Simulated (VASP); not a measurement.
Input of a VASP 6.6.1 run:

The input INCAR:

```
SYSTEM = KCl
PREC = Accurate
ENCUT = 400
EDIFF = 1E-8
ISMEAR = -1
SIGMA = 0.02
LREAL = .False.
LASPH = .True.
NELM = 120
ALGO = Normal
ISIF = 2
LWAVE = .False.
LCHARG = .False.
GGA = PE
LEFG = .True.
NBANDS = 15
GGA_COMPAT = .False.
```

The input KPOINTS:

```
regular mesh
0
Gamma
  7 7 7
  0 0 0
```

POSCAR

```
KCl
1.0
    3.6580669265      0.0000000000      0.0000000000
    0.0000000000      3.6580669265      0.0000000000
    0.0000000000      0.0000000000      3.6580669265
K Cl
1 1
Direct
    0.0000000000      0.0000000000      0.0000000000
    0.5000000000      0.5000000000      0.5000000000
```

Potentials or basis: VASP PAW PBE potentials, release 64 (K_sv, Cl).

Run with:

```console
$ cat potpaw_PBE.64/K_sv/POTCAR potpaw_PBE.64/Cl/POTCAR > POTCAR
$ mpirun -np 1 vasp_std > vasp.out
```

(1) Estimate the band gap on the k mesh.

(2) Predict the pressure.

Results:

(1) 5.50 eV (least direct gap 5.70 eV).

(2) 3.8 GPa.

Caveat: the cell stands under pressure; an odd mesh through Γ misses points on the zone boundary, where band edges can lie.
